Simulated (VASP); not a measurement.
Cd, 2 atoms in the cell. The structure is hexagonal, space group P6_3/mmc (No. 194). Conventional cell: a = 2.962 Å, b = 2.962 Å, c = 5.797 Å, α = 90.00°, β = 90.00°, γ = 120.00°. Cd (site symmetry -6m2) has 12 Cd at 2.96 to 3.37 Å within 3.9 Å. 

```yaml
Program: VASP 6.6.1
Task: single point
Functional: r2SCAN
Potentials_or_basis: VASP PAW PBE potentials, release 64 (Cd)
Cutoff: 520 eV
k_mesh: 18 × 18 × 8
Occupations: gaussian, width 0.1 eV
Spin: no spin polarisation
Dipole_correction: no
Further_INCAR_settings: ALGO = Normal; EDIFF = 1e-07; NBANDS = 19
```

Potentials or basis: VASP PAW PBE potentials, release 64 (Cd).

Run with:

```sh
$ cat potpaw_PBE.64/Cd/POTCAR > POTCAR
$ cp INCAR.step1 INCAR
$ mpirun -np 1 vasp_std > vasp.out
$ cp INCAR.step2 INCAR
$ mpirun -np 1 vasp_std > vasp.out
```

Hardware: 1 thread of AMD EPYC 7R13 Processor (Zen 3) (shared host).

Question: How long does it take, and how much memory?

Answer: Wall time 7.5 min on 1 thread of AMD EPYC 7R13 Processor (Zen 3), with other jobs on the host, peak memory 0.23 GiB. Counts: k points 185.
